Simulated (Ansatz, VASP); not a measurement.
**La: VASP beside Ansatz**

```
CELL_PARAMETERS angstrom
3.43156 0.00000 0.00000
0.00000 3.43156 0.00000
0.00000 0.00000 3.43156
ATOMIC_POSITIONS crystal
La 0.00000 0.00000 0.00000
```

Alike in both runs: task relaxation of cell and atoms; functional LDA; k mesh 9 × 9 × 9; occupations fermi-dirac, width 0.1 eV; no spin polarisation.

|  | VASP | Ansatz |
| --- | --- | --- |
| version | VASP 6.6.1 | Ansatz 0.2.0 |
| potentials or method | VASP PAW LDA potentials, release 64 (La), cutoff 600 eV | plane waves (420 eV) with PAW, scalar-relativistic |
| valence electrons in the cell | 11 | 11 |

```tsv
	VASP	Ansatz	Ansatz less VASP
relaxed volume (Å³/atom)	31.65	31.76	+0.110
relaxed length of the cell vector where the two differ most in proportion (Å)	3.163	3.167	+0.0037
```

Ansatz warns that its potentials were made for another functional, while VASP's fit it. LDA's correlation is that of Perdew and Zunger in VASP and of Perdew and Wang (1992) in Ansatz.

Spin-orbit coupling is off throughout. Noted on VASP's run: the volume moved by over 15 % at a fixed basis, so the end points are rough.
